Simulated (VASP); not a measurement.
Write the native input for VASP 6.6.1 that does the following.

```yaml
Task: single point
Functional: r2SCAN
Potentials_or_basis: VASP PAW PBE potentials, release 64 (Be, Te)
Cutoff: 520 eV
k_mesh: 8 × 8 × 8
Occupations: gaussian, width 0.01 eV
Spin: no spin polarisation
Dipole_correction: no
Further_INCAR_settings: ALGO = Normal; EDIFF = 1e-07; NBANDS = 11
```

The system is BeTe.

```
Be Te
1.0
     0.00000    2.82862    2.82862
     2.82862    0.00000    2.82862
     2.82862    2.82862    0.00000
Be Te
1 1
Direct
  0.00000 0.00000 0.00000
  0.25000 0.25000 0.25000
```

These files were run (other wordings do the same):

POSCAR

```
BeTe
1.0
    0.0000000000      2.8286228760      2.8286228760
    2.8286228760      0.0000000000      2.8286228760
    2.8286228760      2.8286228760      0.0000000000
Be Te
1 1
Direct
    0.0000000000      0.0000000000      0.0000000000
    0.2500000000      0.2500000000      0.2500000000
```

INCAR.step1

```
SYSTEM = BeTe
ALGO = Normal
EDIFF = 1E-4
ENCUT = 520
GGA = PE
ISMEAR = 0
LASPH = .TRUE.
LCHARG = .FALSE.
LREAL = .FALSE.
LWAVE = .TRUE.
NBANDS = 11
NELM = 60
PREC = Accurate
SIGMA = 0.01
```

INCAR.step2

```
SYSTEM = BeTe
ALGO = Normal
EDIFF = 1E-7
ENCUT = 520
ISIF = 2
ISMEAR = 0
ISTART = 1
LASPH = .TRUE.
LCHARG = .TRUE.
LELF = .TRUE.
LMIXTAU = .TRUE.
LREAL = .FALSE.
LVHAR = .TRUE.
LWAVE = .FALSE.
METAGGA = R2SCAN
NBANDS = 11
NELM = 60
PREC = Accurate
SIGMA = 0.01
```

KPOINTS

```
k-points
0
G
  8 8 8
  0 0 0
```

Potentials or basis: VASP PAW PBE potentials, release 64 (Be, Te).

Command:

```console
$ cat potpaw_PBE.64/Be/POTCAR potpaw_PBE.64/Te/POTCAR > POTCAR
$ cp INCAR.step1 INCAR
$ mpirun -np 1 vasp_std > vasp.out
$ cp INCAR.step2 INCAR
$ mpirun -np 1 vasp_std > vasp.out
```

It gave:

```json
{
  "Pressure": "0.2 GPa",
  "Band gap on the k mesh": "2.37 eV, indirect (least direct gap 4.03 eV)"
}
```

Caveat: the PAW data sets were made with another functional, which shifts forces and pressure a little; spin-orbit coupling is left out, which moves the levels of the heavy elements.

Run time: 72 s on 1 thread of AMD EPYC 7R43 64-Core Processor (Zen 3) (shared host), peak memory 0.14 GiB.
